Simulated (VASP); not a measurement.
# KBe4I (P4/mmm) in VASP: notebook, part 2 of 2

VASP 6.6.1. Earlier steps stand in the parts before.

### Step 4. Relaxation of cell and atoms, PBE

INCAR

```
SYSTEM = KBe4I
ALGO     = Normal         ! electronic algorithm
EDIFF    = 1E-7           ! SCF threshold, eV
EDIFFG   = -0.04          ! ionic threshold
ENCUT    = 600            ! plane-wave cutoff, eV
GGA      = PE             ! functional
IBRION   = 2              ! ionic algorithm
ISIF     = 3              ! what is computed and relaxed
ISMEAR   = 0              ! smearing method
LASPH    = .TRUE.         ! aspherical terms in the spheres
LCHARG   = .FALSE.        ! write CHGCAR
LREAL    = .FALSE.        ! projectors in reciprocal space
LWAVE    = .FALSE.        ! write WAVECAR
NELM     = 60             ! most SCF steps
NSW      = 90             ! ionic steps
PREC     = Accurate       ! precision mode
SIGMA    = 0.1            ! smearing width, eV
```

KPOINTS

```
k-points
0
G
  4 4 4
  0 0 0
```

POSCAR

```
KBe4I
1.0
    4.4302081400      0.0000000000      0.0000000000
    0.0000000000      4.4302081400      0.0000000000
    0.0000000000      0.0000000000      6.2946783900
K Be I
1 4 1
Direct
    0.0000000000      0.0000000000      0.5000000000
    0.0000000000      0.5000000000      0.2579450000
    0.5000000000      0.0000000000      0.2579450000
    0.0000000000      0.5000000000      0.7420550000
    0.5000000000      0.0000000000      0.7420550000
    0.5000000000      0.5000000000      0.0000000000
```

Potentials or basis: VASP PAW PBE potentials, release 64 (K_sv, Be, I).

Launch:

```bash
> cat potpaw_PBE.64/K_sv/POTCAR potpaw_PBE.64/Be/POTCAR potpaw_PBE.64/I/POTCAR > POTCAR
> mpirun -np 1 vasp_std > vasp.out
```

OUTCAR:

```text
SYSTEM = KBe4I
   EDIFF = 1E-7
   EDIFFG = -0.04
   ENCUT = 600
   GGA = PE
   IBRION = 2
   ISIF = 3
   ISMEAR = 0
   LASPH = .TRUE.
   LREAL = .FALSE.
   NELM = 60
   NSW = 90
   PREC = Accurate

 ion  position               nearest neighbor table
   1  0.000  0.000  0.500-   2 2.69   3 2.69   4 2.69   5 2.69   2 2.69   4 2.69   3 2.69   5 2.69

   2  0.000  0.500  0.258-   1 2.69   1 2.69   6 2.75   6 2.75
   3  0.500  0.000  0.258-   1 2.69   1 2.69   6 2.75   6 2.75
   4  0.000  0.500  0.742-   1 2.69   1 2.69   6 2.75   6 2.75
   5  0.500  0.000  0.742-   1 2.69   1 2.69   6 2.75   6 2.75
   6  0.500  0.500  0.000-   2 2.75   3 2.75   4 2.75   5 2.75   3 2.75   5 2.75   2 2.75   4 2.75

  LATTYP: Found a simple tetragonal cell.
 ALAT       =     4.4302081400
 C/A-ratio  =     1.4208538721

  Lattice vectors:

 A1 = (   4.4302081400,   0.0000000000,   0.0000000000)
 A2 = (   0.0000000000,   4.4302081400,   0.0000000000)
 A3 = (   0.0000000000,   0.0000000000,   6.2946783900)

Analysis of symmetry for initial positions (statically):
=====================================================================
 Subroutine PRICEL returns:
 Original cell was already a primitive cell.

 Routine SETGRP: Setting up the symmetry group for a
 simple tetragonal supercell.

 Subroutine GETGRP returns: Found 16 space group operations
 (whereof 16 operations were pure point group operations)
 out of a pool of 16 trial point group operations.

The static configuration has the point symmetry D_4h.

Analysis of symmetry for dynamics (positions and initial velocities):
=====================================================================
 Subroutine PRICEL returns:
 Original cell was already a primitive cell.

 Routine SETGRP: Setting up the symmetry group for a
 simple tetragonal supercell.

 Subroutine GETGRP returns: Found 16 space group operations
 (whereof 16 operations were pure point group operations)
 out of a pool of 16 trial point group operations.

The dynamic configuration has the point symmetry D_4h.

 Subroutine INISYM returns: Found 16 space group operations
 (whereof 16 operations are pure point group operations),
 and found     1 'primitive' translations

----------------------------------------------------------------------------------------

                                     Primitive cell

  volume of cell :     123.5440

  direct lattice vectors                    reciprocal lattice vectors
     4.430208140  0.000000000  0.000000000     0.225723029  0.000000000  0.000000000
     0.000000000  4.430208140  0.000000000     0.000000000  0.225723029  0.000000000
     0.000000000  0.000000000  6.294678390     0.000000000  0.000000000  0.158864351

  length of vectors
     4.430208140  4.430208140  6.294678390     0.225723029  0.225723029  0.158864351

  position of ions in fractional coordinates (direct lattice)
     0.000000000  0.000000000  0.500000000
     0.000000000  0.500000000  0.257945000
     0.500000000  0.000000000  0.257945000
     0.000000000  0.500000000  0.742055000
     0.500000000  0.000000000  0.742055000
     0.500000000  0.500000000  0.000000000

  ion indices of the primitive-cell ions
   primitive index   ion index
                 1           1
                 2           2
                 3           3
[... 57 lines left out ...]
   NGXF,Y,Z  is equivalent  to a cutoff of  27.02, 27.02, 26.41 a.u.
 SYSTEM =  KBe4I
   PREC   = accura    normal or accurate (medium, high low for compatibility)
   ISTART =      0    job   : 0-new  1-cont  2-samecut
   ICHARG =      2    charge: 1-file 2-atom 10-const
   ISPIN  =      1    spin polarized calculation?
   LNONCOLLINEAR =      F non collinear calculations
   LSORBIT =      F    spin-orbit coupling
   LASPH  =      T    aspherical Exc in radial PAW
   ENCUT  =  600.0 eV  44.10 Ry    6.64 a.u.   8.85  8.85 12.57*2*pi/ulx,y,z
   NELM   =     60;   NELMIN=  2; NELMDL= -5     # of ELM steps
   EDIFF  = 0.1E-06   stopping-criterion for ELM
   LREAL  =      F    real-space projection
   EDIFFG = -.4E-01   stopping-criterion for IOM
   NSW    =     90    number of steps for IOM
   IBRION =      2    ionic relax: 0-MD 1-quasi-New 2-CG
   NFREE  =      1    steps in history (QN), initial steepest desc. (CG)
   ISIF   =      3    stress and relaxation
   ISYM   =      2    0-nonsym 1-usesym 2-fastsym
   POTIM  = 0.5000    time-step for ionic-motion
   TEBEG  =    0.0;   TEEND  =   0.0 temperature during run
   PSTRESS=    0.0 pullay stress
   NELECT =      24.0000    total number of electrons
   NUPDOWN=      -1.0000    fix difference up-down
   EMIN   =  10.00;   EMAX   =-10.00  energy-range for DOS
   EFERMI =   0.00;   METHOD = LEGACY
   ISMEAR =     0;   SIGMA  =   0.10  broadening in eV -4-tet -1-fermi 0-gaus
   EFERMI_NEDOS =   21; number of points for ismear=-14 and -15
   IALGO  =     38    algorithm
   IMIX   =      4    mixing-type and parameters
     AMIX     =   0.40;   BMIX     =  1.00
     AMIX_MAG =   1.60;   BMIX_MAG =  1.00
  volume/ion in A,a.u.               =      20.59       138.95
  Fermi-wavevector in a.u.,A,eV,Ry     =   0.948137  1.791720 12.231157  0.898965
  Thomas-Fermi vector in A             =   2.076297
   LORBIT       =      0    0 simple, 1 ext, 2 COOP (PROOUT), +10 PAW based schemes
   GGA     = PE    functional components
   LHFCALC =     F    Hartree Fock is set to
   AEXX    =    0.0000 exact exchange contribution
   IVDW    =     0    specifies the selected vdW correction
   LEPSILON=     F    determine dielectric tensor
   LRPA    =     F    only Hartree local field effects (RPA)
 conjugate gradient relaxation of ions
 non-spin polarized calculation
 Gauss-broadening in eV      SIGMA  =   0.10
  energy-cutoff  :      600.00
  volume of cell :      123.54
 maximum number of plane-waves:      4160
 NGX is ok and might be reduce to    36
   NGX = 17   NGY = 17   NGZ = 25

--------------------------------------- Ionic step        1  -------------------------------------------

 number of electron      23.9999999 magnetization

 Free energy of the ion-electron system (eV)
  ---------------------------------------------------
  ext. energy  EPLUGINS =         0.00000000
  ---------------------------------------------------
  free energy    TOTEN  =        -6.19312624 eV

  energy without entropy =       -6.17289902  energy(sigma->0) =       -6.18301263

------------------------ aborting loop because EDIFF is reached ----------------------------------------

  FORCE on cell =-STRESS in cart. coord.  units (eV):
  Direction    XX          YY          ZZ          XY          YZ          ZX
  --------------------------------------------------------------------------------------
  -------------------------------------------------------------------------------------
  Total        4.4600334      4.4600334      4.4969765      0.0000000     -0.0000000      0.0000000
  in kB       57.8398138     57.8398138     58.3189096      0.0000000     -0.0000000      0.0000000
  external PRESSURE =      57.9995124 kB  Pullay stress =       0.0000000 kB
[... 101 lines left out ...]
  FREE ENERGIE OF THE ION-ELECTRON SYSTEM (eV)
  ---------------------------------------------------
  free  energy   TOTEN  =        -6.7761943423 eV

  energy  without entropy=       -6.7467324786  energy(sigma->0) =       -6.76146341

 E-fermi :   5.0253     XC(G=0):  -9.0920

 val. band max:        4.9855700410   @ k =   0.2500   0.2500   0.5000
 cond. band min:       5.1106214575   @ k =   0.5000   0.0000   0.5000
 fundamental gap:      0.1250514165
 Fermi energy:         5.0253438785

 k-point     1 :       0.0000    0.0000    0.0000
  band No.  band energies     occupation
      1     -27.0567      2.00000
      2     -11.4335      2.00000
      3     -10.4678      2.00000
      4     -10.2297      2.00000
      5     -10.2297      2.00000
      6      -4.0683      2.00000
[... 319 lines left out ...]
      3     -10.9090      2.00000
      4     -10.2182      2.00000
      5      -8.9308      2.00000
      6      -2.1410      2.00000
[... 8 lines left out ...]
     15       5.4369      0.00000
     16       5.4369      0.00000

[... ionic steps 4 to 40 ...]

--------------------------------------- Ionic step       41  -------------------------------------------

 number of electron      23.9999992 magnetization

------------------------ aborting loop because EDIFF is reached ----------------------------------------
[... 75 lines left out ...]
--------------------------------------- Ionic step       43  -------------------------------------------

 number of electron      23.9999992 magnetization

 Free energy of the ion-electron system (eV)
  ---------------------------------------------------
  ext. energy  EPLUGINS =         0.00000000
  ---------------------------------------------------
  free energy    TOTEN  =       -12.39874134 eV

  energy without entropy =      -12.38444321  energy(sigma->0) =      -12.39159227

 E-fermi :   4.2328     XC(G=0):  -8.8222

 val. band max:        4.2206919380   @ k =   0.2500   0.0000   0.5000
 cond. band min:       4.2483862149   @ k =   0.2500   0.0000   0.0000
 fundamental gap:      0.0276942769
 Fermi energy:         4.2328492895

 k-point     1 :       0.0000    0.0000    0.0000
  band No.  band energies     occupation
      1     -27.8143      2.00000
      2     -11.2145      2.00000
      3     -11.0715      2.00000
      4     -11.0292      2.00000
      5     -11.0292      2.00000
      6      -3.9191      2.00000
[... 364 lines left out ...]
  FREE ENERGIE OF THE ION-ELECTRON SYSTEM (eV)
  ---------------------------------------------------
  free  energy   TOTEN  =       -12.3987413401 eV

  energy  without entropy=      -12.3844432060  energy(sigma->0) =      -12.39159227

 reached required accuracy - stopping structural energy minimisation
```

Wall time 19 min (1 thread of AMD EPYC 7R13 (Zen 3), shared host); peak memory 0.25 GiB.

What came out:

- Free energy: -12.3987 eV
- Relaxed volume: 19.41 Å³/atom
- Relaxed cell: a = 3.347 Å, b = 3.347 Å, c = 10.394 Å, α = 90.00°, β = 90.00°, γ = 90.00°
- Space group after relaxing (to 0.05 Å): P4/mmm (No. 123)
- Energy gained by relaxing: 1034.3 meV/atom
- Ionic steps: 43
- Pressure after relaxing: -0.2 GPa
- Largest force after relaxing: 0.020 eV/Å
- Band gap on the k mesh: zero (band 12 reaches 5.88 eV, above the bottom of band 13 at 3.58 eV)

Forces in eV/Å, atoms in the order of the input:
```
K    0.000  0.000  0.000
Be   0.000  0.000  0.020
Be   0.000  0.000  0.020
Be   0.000  0.000 -0.020
Be   0.000  0.000 -0.020
I    0.000  0.000  0.000
```

Stress tensor (GPa, compression positive):
```
-0.12  0.00  0.00
 0.00 -0.12  0.00
 0.00  0.00 -0.30
```

Step by step:
```tsv
step	energy change (eV)	largest force (eV/Å)	pressure (GPa)	volume (Å³)
1	0.0000	0.3014	5.80	123.54
3	-0.5831	0.3134	0.81	155.35
5	-0.6295	0.2873	-0.39	176.14
7	-0.6328	0.2944	-0.15	171.22
9	-0.8144	0.3322	-0.26	172.19
11	-2.0305	0.0174	-2.77	173.52
13	-2.2564	0.4023	-2.81	172.64
15	-2.3055	0.5079	-2.63	171.38
17	-2.3731	0.6740	-2.19	168.56
19	-2.6301	0.6473	-1.80	161.18
21	-3.5128	1.2545	1.22	133.29
23	-4.3666	1.3261	21.88	87.58
25	-4.9206	1.5919	13.14	96.98
27	-5.0452	0.7825	16.11	91.53
29	-5.2414	0.8265	13.55	94.47
31	-5.9811	0.4138	4.38	107.07
33	-6.1335	0.1839	-0.57	118.49
35	-6.1380	0.1950	-0.24	117.48
37	-6.1679	0.1907	-0.02	116.69
39	-6.1980	0.0567	0.44	115.29
41	-6.2028	0.0350	-0.08	116.49
43	-6.2056	0.0195	-0.18	116.46
```

Final structure:
```cif
data_structure
_symmetry_space_group_name_H-M 'P 1'
_symmetry_Int_Tables_number 1
_cell_length_a 3.3473
_cell_length_b 3.3473
_cell_length_c 10.3936
_cell_angle_alpha 90.000
_cell_angle_beta 90.000
_cell_angle_gamma 90.000
_cell_volume 116.46
loop_
_atom_site_label
_atom_site_type_symbol
_atom_site_fract_x
_atom_site_fract_y
_atom_site_fract_z
_atom_site_occupancy
K1 K 0.00000 0.00000 0.50000 1
Be1 Be 0.00000 0.50000 0.22066 1
Be2 Be 0.50000 0.00000 0.22066 1
Be3 Be 0.00000 0.50000 0.77934 1
Be4 Be 0.50000 0.00000 0.77934 1
I1 I 0.50000 0.50000 0.00000 1
```

Caveat: spin-orbit coupling is left out, which moves the levels of the heavy elements.

### Step 5. Overview

| task | cell | cutoff (eV) | gap on the mesh (eV) | pressure (GPa) | largest force (eV/Å) |
| --- | --- | --- | --- | --- | --- |
| single point | a = 4.430, b = 4.430, c = 6.295 Å, 6 atoms | 520 | none | 5.8 | 0.30 |
| single point | a = 4.885, b = 4.885, c = 7.344 Å, 6 atoms | 520 | none | 0.2 | - |
| relaxation of cell and atoms | relaxed from a = 4.430, b = 4.430, c = 6.295 Å, 6 atoms | 600 | none | -0.2 | 0.02 |

Alike in all rows: level PBE; potentials or basis VASP PAW PBE potentials, release 64 (K_sv, Be, I); no spin polarisation; k mesh 4 × 4 × 4; smearing gaussian 0.1 eV.

Caveats: spin-orbit coupling is left out, which moves the levels of the heavy elements.

Absolute energies hang on the potentials; compare differences alone.
